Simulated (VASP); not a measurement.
Here is a VASP 6.6.1 calculation.

INCAR

```
PREC = Accurate ; ENCUT = 520
EDIFF = 1E-6 ; ISMEAR = -1
SIGMA = 0.05 ; LREAL = False
LASPH = True ; NELM = 60
ALGO = Normal ; ISIF = 2
LWAVE = False ; LCHARG = True
GGA = PE ; LELF = True
LVHAR = True ; NBANDS = 11
```

The input KPOINTS:

```
Automatic mesh
0
Gamma
  11 11 6
```

File POSCAR:

```
Si
1.0
    2.7188278878      0.0000000000      0.0000000000
   -1.3594139439      2.3545740193      0.0000000000
    0.0000000000      0.0000000000      4.4821555947
Si
2
Direct
    0.3333333333      0.6666666667      0.2500000000
    0.6666666667      0.3333333333      0.7500000000
```

Potentials or basis: VASP PAW PBE potentials, release 64 (Si).

Run with:

```console
$ cat potpaw_PBE.64/Si/POTCAR > POTCAR
$ mpirun -np 1 vasp_std > vasp.out
```

Q: Estimate the pressure.

A: -0.1 GPa.

Q: Estimate the band gap on the k mesh.

A: Zero (band 4 reaches 18.62 eV, above the bottom of band 5 at 6.92 eV).
